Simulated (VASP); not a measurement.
# Cd2H2Pt in VASP: single point with r2SCAN

Aim: the single point of Cd2H2Pt with r2SCAN.

All numbers are computed with VASP 6.6.1; they aren't measurements. Logs are shortened: lines on timing, memory, paths and dates and some standing lists are left out, and cuts for length are marked.

### 1 The cell of the first run

The typed cell holds 5 atoms: a = 4.739 Å, b = 4.739 Å, c = 4.612 Å, α = 90.00°, β = 90.00°, γ = 120.00°.

### 2 Single point, r2SCAN

Contents of POSCAR:

```
Cd2H2Pt
1.0
    4.7393560000      0.0000000000      0.0000000000
   -2.3696780000      4.1044050000      0.0000000000
    0.0000000000      0.0000000000      4.6119740000
H Pt Cd
2 1 2
Direct
    0.0000000000      0.0000000000      0.3794000000
    0.0000000000      0.0000000000      0.6206000000
    0.0000000000      0.0000000000      0.0000000000
    0.3333000000      0.6667000000      0.2758000000
    0.6667000000      0.3333000000      0.7242000000
```

Contents of INCAR.step1:

```
SYSTEM = Cd2H2Pt
ALGO = Normal ; EDIFF = 1E-5
ENCUT = 550 ; GGA = PE
GGA_COMPAT = .False. ; ISMEAR = 0
LASPH = .True. ; LCHARG = .False.
LREAL = .False. ; LWAVE = .True.
NBANDS = 26 ; NELM = 120
PREC = Accurate ; SIGMA = 0.0147
```

Contents of INCAR.step2:

```
SYSTEM = Cd2H2Pt
ALGO = Normal ; EDIFF = 1E-6
ENCUT = 550 ; GGA_COMPAT = .False.
ISIF = 2 ; ISMEAR = 0
ISTART = 1 ; LASPH = .True.
LCHARG = .False. ; LMIXTAU = .True.
LREAL = .False. ; LWAVE = .False.
METAGGA = R2SCAN ; NBANDS = 26
NELM = 120 ; PREC = Accurate
SIGMA = 0.0147
```

Contents of KPOINTS:

```
k-points
0
Gamma
  6 6 6
  0 0 0
```

Potentials or basis: VASP PAW PBE potentials, release 64 (H, Pt, Cd).

On the command line:

```console
cat potpaw_PBE.64/H/POTCAR potpaw_PBE.64/Pt/POTCAR potpaw_PBE.64/Cd/POTCAR > POTCAR
cp INCAR.step1 INCAR
mpirun -np 1 vasp_std > vasp.out
cp INCAR.step2 INCAR
mpirun -np 1 vasp_std > vasp.out
```

OUTCAR:

```text
SYSTEM = Cd2H2Pt
   EDIFF = 1E-6
   ENCUT = 550
   ISIF = 2
   ISMEAR = 0
   ISTART = 1
   LASPH = .True.
   LREAL = .False.
   METAGGA = R2SCAN
   NELM = 120
   PREC = Accurate

 ion  position               nearest neighbor table
   1  0.000  0.000  0.379-   3 1.75
   2  0.000  0.000  0.621-   3 1.75
   3  0.000  0.000  0.000-   1 1.75   2 1.75   4 3.02   5 3.02   5 3.02   4 3.02   5 3.02   4 3.02

   4  0.333  0.667  0.276-   3 3.02   3 3.02   3 3.02   5 3.43   5 3.43   5 3.43   5 3.74   5 3.74
                             5 3.74
   5  0.667  0.333  0.724-   3 3.02   3 3.02   3 3.02   4 3.43   4 3.43   4 3.43   4 3.74   4 3.74
                             4 3.74

  LATTYP: Found a hexagonal cell.
 ALAT       =     4.7393560000
 C/A-ratio  =     0.9731225086

  Lattice vectors:

 A1 = (   4.7393560000,   0.0000000000,   0.0000000000)
 A2 = (  -2.3696780000,   4.1044050000,   0.0000000000)
 A3 = (   0.0000000000,   0.0000000000,   4.6119740000)

Analysis of symmetry for initial positions (statically):
=====================================================================
 Subroutine PRICEL returns:
 Original cell was already a primitive cell.

 Routine SETGRP: Setting up the symmetry group for a
 hexagonal supercell.

 Subroutine GETGRP returns: Found  4 space group operations
 (whereof  4 operations were pure point group operations)
 out of a pool of 24 trial point group operations.

The static configuration has the point symmetry C_2h.

Analysis of symmetry for dynamics (positions and initial velocities):
=====================================================================
 Subroutine PRICEL returns:
 Original cell was already a primitive cell.

 Routine SETGRP: Setting up the symmetry group for a
 hexagonal supercell.

 Subroutine GETGRP returns: Found  4 space group operations
 (whereof  4 operations were pure point group operations)
 out of a pool of 24 trial point group operations.

The dynamic configuration has the point symmetry C_2h.

 Subroutine INISYM returns: Found  4 space group operations
 (whereof  4 operations are pure point group operations),
 and found     1 'primitive' translations

----------------------------------------------------------------------------------------

                                     Primitive cell

  volume of cell :      89.7132

[... 93 lines left out ...]
   NELM   =    120;   NELMIN=  2; NELMDL=  0     # of ELM steps
   EDIFF  = 0.1E-05   stopping-criterion for ELM
   LREAL  =      F    real-space projection
   EDIFFG = 0.1E-04   stopping-criterion for IOM
   NSW    =      0    number of steps for IOM
   IBRION =     -1    ionic relax: 0-MD 1-quasi-New 2-CG
   NFREE  =      0    steps in history (QN), initial steepest desc. (CG)
   ISIF   =      2    stress and relaxation
   ISYM   =      2    0-nonsym 1-usesym 2-fastsym
   POTIM  = 0.5000    time-step for ionic-motion
   TEBEG  =    0.0;   TEEND  =   0.0 temperature during run
   PSTRESS=    0.0 pullay stress
   NELECT =      36.0000    total number of electrons
   NUPDOWN=      -1.0000    fix difference up-down
   EMIN   =  10.00;   EMAX   =-10.00  energy-range for DOS
   EFERMI =   0.00;   METHOD = LEGACY
   ISMEAR =     0;   SIGMA  =   0.01  broadening in eV -4-tet -1-fermi 0-gaus
   EFERMI_NEDOS =   21; number of points for ismear=-14 and -15
   IALGO  =     38    algorithm
   IMIX   =      4    mixing-type and parameters
     AMIX     =   0.40;   BMIX     =  1.00
     AMIX_MAG =   1.60;   BMIX_MAG =  1.00
  volume/ion in A,a.u.               =      17.94       121.08
  Fermi-wavevector in a.u.,A,eV,Ry     =   1.207509  2.281860 19.838339  1.458077
  Thomas-Fermi vector in A             =   2.343144
   LORBIT       =      0    0 simple, 1 ext, 2 COOP (PROOUT), +10 PAW based schemes
   METAGGA = R2SCAN    functional components
   LHFCALC =     F    Hartree Fock is set to
   AEXX    =    0.0000 exact exchange contribution
   IVDW    =     0    specifies the selected vdW correction
   LEPSILON=     F    determine dielectric tensor
   LRPA    =     F    only Hartree local field effects (RPA)
 non-spin polarized calculation
 Gauss-broadening in eV      SIGMA  =   0.01
  energy-cutoff  :      550.00
  volume of cell :       89.71
 maximum number of plane-waves:      2658
   NGX = 19   NGY = 19   NGZ = 17

 number of electron      35.9999989 magnetization

 Free energy of the ion-electron system (eV)
  ---------------------------------------------------
  ext. energy  EPLUGINS =         0.00000000
  ---------------------------------------------------
  free energy    TOTEN  =       -97.45478124 eV

  energy without entropy =      -97.45435761  energy(sigma->0) =      -97.45456942

 E-fermi :   1.6942     XC(G=0): -10.3039

 val. band max:        1.6899247925   @ k =   0.3333   0.1667   0.5000
 cond. band min:       1.7217247506   @ k =   0.5000   0.5000   0.5000
 fundamental gap:      0.0317999581
 Fermi energy:         1.6942344701

 k-point     1 :       0.0000    0.0000    0.0000
  band No.  band energies     occupation
      1      -7.4368      2.00000
      2      -7.0406      2.00000
      3      -7.0403      2.00000
      4      -7.0077      2.00000
      5      -6.8505      2.00000
      6      -6.8505      2.00000
[... 685 lines left out ...]
     25      10.1359      0.00000
     26      11.9423      0.00000

 [... further k-points ...]

------------------------ aborting loop because EDIFF is reached ----------------------------------------

  FORCE on cell =-STRESS in cart. coord.  units (eV):
  Direction    XX          YY          ZZ          XY          YZ          ZX
  --------------------------------------------------------------------------------------
  -------------------------------------------------------------------------------------
  Total       -4.8428679     -4.8440075     -4.8956499     -0.0009822     -0.0004687      0.0008117
  in kB      -86.4881911    -86.5085428    -87.4308188     -0.0175409     -0.0083707      0.0144963
  external PRESSURE =     -86.8091843 kB  Pullay stress =       0.0000000 kB

 VOLUME and BASIS-vectors are now :
 -----------------------------------------------------------------------------
  energy-cutoff  :      550.00
  volume of cell :       89.71
      direct lattice vectors                 reciprocal lattice vectors
     4.739356000  0.000000000  0.000000000     0.210999132  0.121820337  0.000000000
    -2.369678000  4.104405000  0.000000000     0.000000000  0.243640674  0.000000000
     0.000000000  0.000000000  4.611974000     0.000000000  0.000000000  0.216826895

 POSITION                                       TOTAL-FORCE (eV/Angst)
 -----------------------------------------------------------------------------------
      0.00000      0.00000      1.74978         0.000006     -0.000003     -0.391463
      0.00000      0.00000      2.86219        -0.000006      0.000003      0.391463
      0.00000      0.00000      0.00000         0.000000      0.000000      0.000000
     -0.00024      2.73641      1.27198         0.000208     -0.000120     -0.862643
      2.36991      1.36800      3.33999        -0.000208      0.000120      0.862643
 -----------------------------------------------------------------------------------
    total drift:                                0.000000      0.000000      0.000000

  FREE ENERGIE OF THE ION-ELECTRON SYSTEM (eV)
  ---------------------------------------------------
  free  energy   TOTEN  =       -97.4547812394 eV

  energy  without entropy=      -97.4543576081  energy(sigma->0) =      -97.45456942
```

OSZICAR.step1:

```text
N       E                     dE             d eps       ncg     rms          rms(c)
DAV:   1     0.241511315110E+03    0.24151E+03   -0.18295E+04  3560   0.134E+03
DAV:   2    -0.589137912307E+01   -0.24740E+03   -0.23417E+03  3674   0.332E+02
DAV:   3    -0.143425696468E+02   -0.84512E+01   -0.83788E+01  4246   0.658E+01
DAV:   4    -0.143854685906E+02   -0.42899E-01   -0.42871E-01  3818   0.412E+00
DAV:   5    -0.143859034637E+02   -0.43487E-03   -0.43487E-03  4056   0.430E-01    0.753E+00
DAV:   6    -0.134207603955E+02    0.96514E+00   -0.14074E+00  4154   0.915E+00    0.408E+00
DAV:   7    -0.133306129504E+02    0.90147E-01   -0.39835E-01  3932   0.353E+00    0.192E+00
DAV:   8    -0.133257716907E+02    0.48413E-02   -0.59037E-02  3740   0.204E+00    0.562E-01
DAV:   9    -0.133243478376E+02    0.14239E-02   -0.35225E-03  3802   0.437E-01    0.220E-01
DAV:  10    -0.133244654376E+02   -0.11760E-03   -0.91752E-04  3768   0.198E-01    0.652E-02
DAV:  11    -0.133244897252E+02   -0.24288E-04   -0.31973E-05  3530   0.326E-02    0.242E-02
DAV:  12    -0.133244919927E+02   -0.22675E-05   -0.60219E-06  2014   0.159E-02
   1 F= -.13324492E+02 E0= -.13324280E+02  d E =-.423713E-03
```

It took 11 min on 1 thread of Intel Xeon 8259CL, shared host; peak memory 0.34 GiB.

What came out:

| Item | Value |
| --- | --- |
| Free energy | -97.4548 eV |
| Pressure | -8.7 GPa |
| Largest force | 0.863 eV/Å |
| Band gap on the k mesh | zero (bands 18 and 19 overlap by 1.75 eV) |

Forces in eV/Å, atoms in the order of the input:
```
H    0.000  0.000 -0.391
H    0.000  0.000  0.391
Pt   0.000  0.000  0.000
Cd   0.000  0.000 -0.863
Cd   0.000  0.000  0.863
```

Caveat: the cell stands under tension; the PAW data sets were made with another functional, which shifts forces and pressure a little; spin-orbit coupling is left out, which moves the levels of the heavy elements.

The gap in the log of VASP goes by the Fermi energy; the results here count the filled bands.